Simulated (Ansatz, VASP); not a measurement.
Two plane-wave programs on Fe

```
Fe
1.0
    -1.40506    1.40506    1.40506
     1.40506   -1.40506    1.40506
     1.40506    1.40506   -1.40506
Fe
1
Direct
  0.00000 0.00000 0.00000
```

Alike in both runs: task single point; functional PBE; k mesh 10 × 10 × 10; occupations gaussian, width 0.05 eV; collinear spin.

|  | VASP | Ansatz |
| --- | --- | --- |
| version | VASP 6.6.1 | Ansatz 0.2.0 |
| potentials or method | VASP PAW PBE potentials, release 64 (Fe), cutoff 520 eV | scalar-relativistic, plane waves, PAW |
| valence electrons in the cell | 8 | 16 |

```tsv
	VASP	Ansatz	Ansatz less VASP
gap on the k mesh at the Fermi level (eV)	none	none	-
pressure (GPa)	4.1	4.6	+0.53
net moment per atom (μB)	2.13	2.13	0.000
size of the moment on the site where the two differ most (μB)	2.13	2.18	+0.053
```

Site moments also hang on the region over which each program counts them. A gap of «none» marks a metal or a gap that the smearing closes. With one functional, cell and mesh, what is left measures potentials, basis and numerics. VASP's potentials hold 8 valence electrons a cell and Ansatz's 16, so a difference there can come from the potentials and not from the codes.
